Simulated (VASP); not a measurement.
# LiTi12 (a cell with a defect) in VASP: further runs

Runs on LiTi12 (a cell with a defect). Level: PBE. Tasks: single point.

All numbers are computed with VASP 6.6.1; they aren't measurements. Logs are shortened: lines on timing, memory, paths and dates and some standing lists are left out, and cuts for length are marked.

### Step 1. The cell of the first run

The cell holds a defect, 13 atoms: a = 5.900 Å, b = 8.850 Å, c = 4.685 Å, α = 90.00°, β = 90.00°, γ = 120.00°.

### Step 2. Single point, PBE

INCAR

```
PREC     = Accurate       # precision mode
ENCUT    = 520            # plane-wave cutoff, eV
EDIFF    = 1E-7           # SCF threshold, eV
ISMEAR   = -1             # smearing method
SIGMA    = 0.1            # smearing width, eV
LREAL    = False          # projectors in reciprocal space
LASPH    = True           # aspherical terms in the spheres
NELM     = 100            # most SCF steps
ALGO     = Normal         # electronic algorithm
ISIF     = 2              # what is computed and relaxed
LWAVE    = False          # write WAVECAR
LCHARG   = False          # write CHGCAR
GGA      = PE             # functional
NBANDS   = 86             # bands
```

KPOINTS

```
regular mesh
0
Gamma
  3 2 4
```

POSCAR

```
LiTi12
1.0
    5.9000000000      0.0000000000      0.0000000000
   -4.4250000000      7.6643250000      0.0000000000
    0.0000000000      0.0000000000      4.6846000000
Ti Li
12 1
Direct
   -0.0108427917     -0.0056886940     -0.0137044785
    0.1914522550      0.1195408598      0.4477223242
   -0.0340056987      0.3174839272      0.0559492806
    0.1389660262      0.5989829502      0.4223626350
    0.0150660503      0.6535343947     -0.0746488494
    0.0502734904      0.8429183261      0.4171967724
    0.4499436865      0.0206932770     -0.0593006874
    0.6933357956      0.2620974450      0.4570507621
    0.5198602947      0.3485368901     -0.1047688170
    0.6496871453      0.5111082842      0.3968535200
    0.5237428163      0.6760412691     -0.0138112112
    0.6312117142      0.9019320031      0.4485975323
    0.1827610805      0.3976475423      0.6045126585
```

Potentials or basis: VASP PAW PBE potentials, release 64 (Ti_sv, Li_sv).

Run with:

```console
$ cat potpaw_PBE.64/Ti_sv/POTCAR potpaw_PBE.64/Li_sv/POTCAR > POTCAR
$ mpirun -np 1 vasp_std > vasp.out
```

OUTCAR:

```text
PREC = Accurate
   ENCUT = 520
   EDIFF = 1E-7
   ISMEAR = -1
   LREAL = False
   LASPH = True
   NELM = 100
   ISIF = 2
   GGA = PE

 ion  position               nearest neighbor table
   1  0.989  0.994  0.986-   2 2.45   6 2.55   7 2.62   2 2.77  11 2.78  12 2.84
   2  0.191  0.120  0.448-   6 2.16   1 2.45   8 2.57  13 2.59   1 2.77  12 2.88   9 2.89
   3  0.966  0.317  0.056-   8 2.36  13 2.39   4 2.77   9 2.88   5 2.91   7 2.91
   4  0.139  0.599  0.422-  13 2.10   6 2.46   5 2.56   5 2.58  10 2.59   3 2.77  12 2.80   8 2.83
                            11 2.87
   5  0.015  0.654  0.925-   4 2.56   4 2.58   6 2.80   9 2.82   6 2.86  10 2.90   3 2.91  11 2.92

   6  0.050  0.843  0.417-   2 2.16   4 2.46   1 2.55  10 2.70  12 2.77   5 2.80   5 2.86
   7  0.450  0.021  0.941-   1 2.62   9 2.73   3 2.91
   8  0.693  0.262  0.457-  10 2.36   3 2.36   2 2.57   9 2.57  13 2.61   4 2.83
   9  0.520  0.349  0.895-   8 2.57  13 2.62  10 2.65  10 2.66   7 2.73   5 2.82   3 2.88   2 2.89
                            11 2.92
  10  0.650  0.511  0.397-   8 2.36   4 2.59  13 2.60   9 2.65   9 2.66   6 2.70  11 2.73   5 2.90

  11  0.524  0.676  0.986-  10 2.73   1 2.78  12 2.80   4 2.87   9 2.92   5 2.92
  12  0.631  0.902  0.449-   6 2.77  11 2.80   4 2.80   1 2.84   2 2.88
  13  0.183  0.398  0.605-   4 2.10   3 2.39   2 2.59  10 2.60   8 2.61   9 2.62

  LATTYP: Found a simple monoclinic cell.
 ALAT       =     5.9000000000
 B/A-ratio  =     0.7940000000
 C/A-ratio  =     1.3228756849
 COS(beta)  =    -0.1889822323

  Lattice vectors:

 A1 = (   5.9000000000,   0.0000000000,   0.0000000000)
 A2 = (   0.0000000000,   0.0000000000,   4.6846000000)
 A3 = (  -1.4750000000,  -7.6643250000,   0.0000000000)

Analysis of symmetry for initial positions (statically):
=====================================================================
 Subroutine PRICEL returns:
 Original cell was already a primitive cell.

 Routine SETGRP: Setting up the symmetry group for a
 simple monoclinic supercell.

 Subroutine GETGRP returns: Found  1 space group operations
 (whereof  1 operations were pure point group operations)
 out of a pool of  4 trial point group operations.

The static configuration has the point symmetry C_1 .

Analysis of symmetry for dynamics (positions and initial velocities):
=====================================================================
 Subroutine PRICEL returns:
 Original cell was already a primitive cell.

 Routine SETGRP: Setting up the symmetry group for a
 simple monoclinic supercell.

 Subroutine GETGRP returns: Found  1 space group operations
 (whereof  1 operations were pure point group operations)
 out of a pool of  4 trial point group operations.

The dynamic configuration has the point symmetry C_1 .

 Subroutine INISYM returns: Found  1 space group operations
 (whereof  1 operations are pure point group operations),
 and found     1 'primitive' translations

----------------------------------------------------------------------------------------

                                     Primitive cell

  volume of cell :     211.8354

  direct lattice vectors                    reciprocal lattice vectors
     5.900000000  0.000000000  0.000000000     0.169491525  0.097855976  0.000000000
    -4.425000000  7.664325000  0.000000000     0.000000000  0.130474634  0.000000000
     0.000000000  0.000000000  4.684600000     0.000000000  0.000000000  0.213465397

  length of vectors
     5.900000000  8.850000153  4.684600000     0.195711955  0.130474634  0.213465397

  position of ions in fractional coordinates (direct lattice)
     0.989157208  0.994311306  0.986295521
     0.191452255  0.119540860  0.447722324
     0.965994301  0.317483927  0.055949281
     0.138966026  0.598982950  0.422362635
     0.015066050  0.653534395  0.925351151
     0.050273490  0.842918326  0.417196772
     0.449943686  0.020693277  0.940699313
     0.693335796  0.262097445  0.457050762
     0.519860295  0.348536890  0.895231183
     0.649687145  0.511108284  0.396853520
     0.523742816  0.676041269  0.986188789
     0.631211714  0.901932003  0.448597532
     0.182761081  0.397647542  0.604512658

  ion indices of the primitive-cell ions
   primitive index   ion index
                 1           1
                 2           2
                 3           3
[... 29 lines left out ...]
  Shift w.r.t. Gamma in fractional coordinates (k-lattice)
     0.000000000  0.000000000  0.000000000

 -----------------------------------------------------------------------------
|                                                                             |
|           W    W    AA    RRRRR   N    N  II  N    N   GGGG   !!!           |
|           W    W   A  A   R    R  NN   N  II  NN   N  G    G  !!!           |
|           W    W  A    A  R    R  N N  N  II  N N  N  G       !!!           |
|           W WW W  AAAAAA  RRRRR   N  N N  II  N  N N  G  GGG   !            |
|           WW  WW  A    A  R   R   N   NN  II  N   NN  G    G                |
|           W    W  A    A  R    R  N    N  II  N    N   GGGG   !!!           |
|                                                                             |
|     Your reciprocal lattice and k-lattice belong to different lattice       |
|     classes:                                                                |
|                                                                             |
|        The reciprocal lattice is simple monoclinic,                         |
|        whereas your k-lattice is hexagonal.                                 |
|                                                                             |
|     Results are often still useful ...                                      |
|                                                                             |
 -----------------------------------------------------------------------------

 Subroutine IBZKPT returns following result:
 ===========================================

 Found     14 irreducible k-points:

 Following reciprocal coordinates:
            Coordinates               Weight
  0.000000  0.000000  0.000000      1.000000
  0.333333 -0.000000  0.000000      2.000000
  0.000000  0.500000  0.000000      1.000000
  0.333333  0.500000  0.000000      2.000000
  0.000000  0.000000  0.250000      2.000000
  0.333333 -0.000000  0.250000      2.000000
 -0.333333  0.000000  0.250000      2.000000
  0.000000  0.500000  0.250000      2.000000
  0.333333  0.500000  0.250000      2.000000
 -0.333333  0.500000  0.250000      2.000000
  0.000000  0.000000  0.500000      1.000000
  0.333333 -0.000000  0.500000      2.000000
  0.000000  0.500000  0.500000      1.000000
  0.333333  0.500000  0.500000      2.000000
   k-points           NKPTS =     14   k-points in BZ     NKDIM =     14   number of bands    NBANDS=     86
   number of dos      NEDOS =    301   number of ions     NIONS =     13
   total plane-waves  NPLWV = 120960
   dimension x,y,z NGX =    48 NGY =   70 NGZ =   36
   dimension x,y,z NGXF=    96 NGYF=  140 NGZF=   72
   ions per type =              12   1
   NGX,Y,Z   is equivalent  to a cutoff of  13.53, 13.15, 12.78 a.u.
   NGXF,Y,Z  is equivalent  to a cutoff of  27.05, 26.30, 25.55 a.u.
 SYSTEM =  unknown system
   PREC   = accura    normal or accurate (medium, high low for compatibility)
   ISTART =      0    job   : 0-new  1-cont  2-samecut
   ICHARG =      2    charge: 1-file 2-atom 10-const
   ISPIN  =      1    spin polarized calculation?
   LNONCOLLINEAR =      F non collinear calculations
   LSORBIT =      F    spin-orbit coupling
   LASPH  =      T    aspherical Exc in radial PAW
   ENCUT  =  520.0 eV  38.22 Ry    6.18 a.u.  10.97 16.46  8.71*2*pi/ulx,y,z
   NELM   =    100;   NELMIN=  2; NELMDL= -5     # of ELM steps
   EDIFF  = 0.1E-06   stopping-criterion for ELM
   LREAL  =      F    real-space projection
   EDIFFG = 0.1E-05   stopping-criterion for IOM
   NSW    =      0    number of steps for IOM
   IBRION =     -1    ionic relax: 0-MD 1-quasi-New 2-CG
   NFREE  =      0    steps in history (QN), initial steepest desc. (CG)
   ISIF   =      2    stress and relaxation
   ISYM   =      2    0-nonsym 1-usesym 2-fastsym
   POTIM  = 0.5000    time-step for ionic-motion
   TEBEG  =    0.0;   TEEND  =   0.0 temperature during run
   PSTRESS=    0.0 pullay stress
   NELECT =     147.0000    total number of electrons
   NUPDOWN=      -1.0000    fix difference up-down
   EMIN   =  10.00;   EMAX   =-10.00  energy-range for DOS
   EFERMI =   0.00;   METHOD = LEGACY
   ISMEAR =    -1;   SIGMA  =   0.10  broadening in eV -4-tet -1-fermi 0-gaus
   EFERMI_NEDOS =   21; number of points for ismear=-14 and -15
   IALGO  =     38    algorithm
   IMIX   =      4    mixing-type and parameters
     AMIX     =   0.40;   BMIX     =  1.00
     AMIX_MAG =   1.60;   BMIX_MAG =  1.00
  volume/ion in A,a.u.               =      16.30       109.96
  Fermi-wavevector in a.u.,A,eV,Ry     =   1.449376  2.738924 28.581642  2.100691
  Thomas-Fermi vector in A             =   2.567110
   LORBIT       =      0    0 simple, 1 ext, 2 COOP (PROOUT), +10 PAW based schemes
   GGA     = PE    functional components
   LHFCALC =     F    Hartree Fock is set to
   AEXX    =    0.0000 exact exchange contribution
   IVDW    =     0    specifies the selected vdW correction
   LEPSILON=     F    determine dielectric tensor
   LRPA    =     F    only Hartree local field effects (RPA)
 non-spin polarized calculation
  energy-cutoff  :      520.00
  volume of cell :      211.84
 maximum number of plane-waves:      5706
 NGX is ok and might be reduce to    48
   NGX = 21   NGY = 33   NGZ = 17

 number of electron     147.0000006 magnetization

 Free energy of the ion-electron system (eV)
  ---------------------------------------------------
  ext. energy  EPLUGINS =         0.00000000
  ---------------------------------------------------
  free energy    TOTEN  =       -91.01634577 eV

  energy without entropy =      -90.43973086  energy(sigma->0) =      -90.72803831

 E-fermi :   8.1724     XC(G=0): -11.4583

 val. band max:        8.1692752157   @ k =   0.3333  -0.0000   0.2500
 cond. band min:       8.1727342904   @ k =  -0.3333   0.5000   0.2500
 fundamental gap:      0.0034590747
 Fermi energy:         8.1724040192

 k-point     1 :       0.0000    0.0000    0.0000
  band No.  band energies     occupation
      1     -48.5967      2.00000
      2     -48.5492      2.00000
      3     -48.5125      2.00000
      4     -48.4095      2.00000
      5     -48.3563      2.00000
      6     -48.2749      2.00000
[... 1221 lines left out ...]
     84       9.1602      0.00010
     85       9.2142      0.00006
 [bands above 85 left out]

------------------------ aborting loop because EDIFF is reached ----------------------------------------

  FORCE on cell =-STRESS in cart. coord.  units (eV):
  Direction    XX          YY          ZZ          XY          YZ          ZX
  --------------------------------------------------------------------------------------
  -------------------------------------------------------------------------------------
  Total       10.7112190     12.6247294     11.4463683     -2.6656706     -1.4180862      2.0139190
  in kB       81.0123154     95.4847956     86.5724804    -20.1613046    -10.7254316     15.2319022
  external PRESSURE =      87.6898638 kB  Pullay stress =       0.0000000 kB

 VOLUME and BASIS-vectors are now :
 -----------------------------------------------------------------------------
  energy-cutoff  :      520.00
  volume of cell :      211.84
      direct lattice vectors                 reciprocal lattice vectors
     5.900000000  0.000000000  0.000000000     0.169491525  0.097855976  0.000000000
    -4.425000000  7.664325000  0.000000000     0.000000000  0.130474634  0.000000000
     0.000000000  0.000000000  4.684600000     0.000000000  0.000000000  0.213465397

 POSITION                                       TOTAL-FORCE (eV/Angst)
 -----------------------------------------------------------------------------------
      1.43620      7.62073      4.62040        -1.933431     -0.088673     -1.938995
      0.60060      0.91620      2.09740         0.259261      2.125042      0.670039
      4.29450      2.43330      0.26210         0.925741      0.049923     -0.502031
     -1.83060      4.59080      1.97860         0.789810      0.595781     -0.225747
     -2.80300      5.00890      4.33490        -0.104690      0.299590     -0.264518
     -3.43330      6.46040      1.95440         0.548537     -0.709205      0.806328
      2.56310      0.15860      4.40680         0.560883     -0.765722      0.199617
      2.93090      2.00880      2.14110         1.106719     -2.234292      0.754871
      1.52490      2.67130      4.19380        -0.320597     -0.552446      1.110067
      1.57150      3.91730      1.85910        -2.172699      2.004079     -0.405955
      0.09860      5.18140      4.61990        -0.064929     -0.209169     -0.474073
     -0.26690      6.91270      2.10150        -0.497790      0.395150      0.105775
     -0.68130      3.04770      2.83190         0.903185     -0.910058      0.164623
 -----------------------------------------------------------------------------------
    total drift:                                0.000098     -0.000005      0.000045

  FREE ENERGIE OF THE ION-ELECTRON SYSTEM (eV)
  ---------------------------------------------------
  free  energy   TOTEN  =       -91.0163457667 eV

  energy  without entropy=      -90.4397308619  energy(sigma->0) =      -90.72803831
```

Wall time 15 min (1 thread of Intel Xeon 8259CL, shared host); peak memory 0.44 GiB.

What came out:

| Quantity | Value |
| --- | --- |
| Free energy | -91.0163 eV |
| Largest force | 2.984 eV/Å |
| Band gap on the k mesh | zero (an odd number of electrons rules out a gap without spin polarisation) |

Forces on the atoms (eV/Å):
```
Ti  -1.933 -0.089 -1.939
Ti   0.259  2.125  0.670
Ti   0.926  0.050 -0.502
Ti   0.790  0.596 -0.226
Ti  -0.105  0.300 -0.265
Ti   0.549 -0.709  0.806
Ti   0.561 -0.766  0.200
Ti   1.107 -2.234  0.755
Ti  -0.321 -0.552  1.110
Ti  -2.173  2.004 -0.406
Ti  -0.065 -0.209 -0.474
Ti  -0.498  0.395  0.106
Li   0.903 -0.910  0.165
```

Caveat: the k points lie up to 0.41 Å⁻¹ apart, too coarse for converged energies and pressures of a metal; the cutoff is under 1.25 times the usual one of these potentials, so pressure, stress and relaxed cells hold a basis-set (Pulay) error; the atoms stand as in a frame of molecular dynamics.

### Step 3. Single point, PBE

INCAR

```
SYSTEM = LiTi12
ALGO = Normal
EDIFF = 1E-6
ENCUT = 520
GGA = PE
ISIF = 2
ISMEAR = -1
LASPH = .True.
LCHARG = .False.
LREAL = .False.
LWAVE = .False.
NBANDS = 86
NELM = 80
PREC = Accurate
SIGMA = 0.1
```

KPOINTS

```
k-points
0
Gamma
  3 2 4
  0 0 0
```

POSCAR

```
LiTi12
1.0
    5.9000000000      0.0000000000      0.0000000000
   -4.4250000000      7.6643250000      0.0000000000
    0.0000000000      0.0000000000      4.6846000000
Ti Li
12 1
Direct
   -0.0965375793      0.0062888774     -0.1017803014
    0.2564047725      0.1338278322      0.5181872518
   -0.0368336659      0.3549562421     -0.1681680400
    0.1539591753      0.5936856801      0.4425137685
   -0.0835972188      0.6189325218     -0.0978525381
    0.0602143129      0.8443535471      0.3785168424
    0.3854545581     -0.0419475949     -0.0827818811
    0.7253250855      0.2827385321      0.3977927678
    0.4493149972      0.3409171714      0.0090509328
    0.6538229333      0.6124870749      0.4350424796
    0.4752848228      0.6624588597     -0.0815651283
    0.6367067961      0.9341853327      0.4401016095
    0.1504368752      0.3255994494      0.3107842719
```

Potentials or basis: VASP PAW PBE potentials, release 64 (Ti_sv, Li_sv).

Run with:

```console
$ cat potpaw_PBE.64/Ti_sv/POTCAR potpaw_PBE.64/Li_sv/POTCAR > POTCAR
$ mpirun -np 1 vasp_std > vasp.out
```

Run time: 11 min. Hardware: 1 thread of AMD EPYC 7R43 (Zen 3), shared host; peak memory 0.4 GiB.

The run converged. Its results:

- Free energy: -90.8526 eV
- Largest force: 2.395 eV/Å
- Band gap on the k mesh: zero (an odd number of electrons rules out a gap without spin polarisation)

Forces in eV/Å, atoms in the order of the input:
```
Ti   0.556 -0.108  1.241
Ti  -0.226  0.280 -0.271
Ti   0.996 -1.816  1.054
Ti   0.634  0.922 -1.249
Ti  -0.212  1.144  0.958
Ti   0.234  0.793 -0.039
Ti   0.285  0.795  0.283
Ti  -1.100 -0.396 -0.438
Ti   0.997 -0.242 -2.010
Ti  -0.731 -2.279 -0.092
Ti  -0.629  0.897  0.617
Ti  -0.330 -0.007 -0.826
Li  -0.474  0.016  0.770
```

Levels at points of the mesh, in eV from the Fermi level:
| k point | band 72 | band 73 | band 74 | band 75 | band 76 | band 77 |
| --- | --- | --- | --- | --- | --- | --- |
| (0.00, 0.00, 0.00) | -0.17 | -0.07 | 0.09 | 0.30 | 0.35 | 0.45 |
| (0.00, 0.50, 0.00) | -0.21 | -0.04 | 0.12 | 0.27 | 0.31 | 0.37 |
| (0.00, 0.00, 0.50) | -0.06 | 0.02 | 0.09 | 0.23 | 0.32 | 0.38 |
| (0.00, 0.50, 0.50) | -0.15 | 0.00 | 0.00 | 0.16 | 0.20 | 0.41 |

Caveat: the k points lie up to 0.41 Å⁻¹ apart, too coarse for converged energies and pressures of a metal; the cutoff is under 1.25 times the usual one of these potentials, so pressure, stress and relaxed cells hold a basis-set (Pulay) error; the atoms stand as in a frame of molecular dynamics.

The gap in the log of VASP goes by the Fermi energy; the results here count the filled bands.